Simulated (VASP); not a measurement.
Wanted: the native input for a VASP 6.6.1 run.

```yaml
Task: relaxation of cell and atoms
Functional: PBE
Potentials_or_basis: VASP PAW PBE potentials, release 64 (Te, Mo_sv, Pt)
Cutoff: 600 eV
k_mesh: 4 × 4 × 4
Occupations: gaussian, width 0.1 eV
Spin: no spin polarisation
Dipole_correction: no
Further_INCAR_settings: ALGO = Normal; EDIFF = 1e-06; IBRION = 2; EDIFFG = -0.04; NSW = 90; ISIF = 3
```

The structure of Te3MoPt lies in POSCAR:

```
Te3MoPt
1.0
    3.5465479900     -3.5947068100      0.0000000000
    3.5465479900      3.5947068100      0.0000000000
    0.0000000000      0.0000000000      4.7585434200
Te Mo Pt
3 1 1
Direct
    0.5000000000      0.0000000000      0.0000000000
    0.0000000000      0.5000000000      0.0000000000
    0.5000000000      0.5000000000      0.5000000000
    0.0000000000      0.0000000000      0.5000000000
    0.5000000000      0.5000000000      0.0000000000
```

The cell was generated, and may not be a known phase.

One way to write it, as run:

INCAR

```
PREC = Accurate
ENCUT = 600
EDIFF = 1E-6
ISMEAR = 0
SIGMA = 0.1
LREAL = F
LASPH = T
NELM = 60
ALGO = Normal
ISIF = 3
LWAVE = F
LCHARG = F
GGA = PE
IBRION = 2
NSW = 90
EDIFFG = -0.04
```

KPOINTS

```
Automatic mesh
0
Gamma
  4 4 4
```

Potentials or basis: VASP PAW PBE potentials, release 64 (Te, Mo_sv, Pt).

The run is started by

```console
$ cat potpaw_PBE.64/Te/POTCAR potpaw_PBE.64/Mo_sv/POTCAR potpaw_PBE.64/Pt/POTCAR > POTCAR
$ mpirun -np 1 vasp_std > vasp.out
```

It gave:

```yaml
Relaxed_volume: 28.07 Å³/atom
Relaxed_cell: a = 5.195 Å, b = 5.195 Å, c = 5.201 Å, α = 90.00°, β = 90.00°, γ = 90.69°
Space_group_after_relaxing_to_0.1_Å: Cmmm (No. 65)
Energy_gained_by_relaxing: 191.3 meV/atom
Ionic_steps: 8
Pressure_after_relaxing: -0.1 GPa
```

Caveat: the volume moved by over 15 % at a fixed basis, so the end points are rough; the highest band is partly filled, so the run has too few bands.

It took 3.6 min on 1 thread of Intel(R) Xeon(R) 6975P-C (Granite Rapids), on a shared host, peak memory 0.32 GiB.
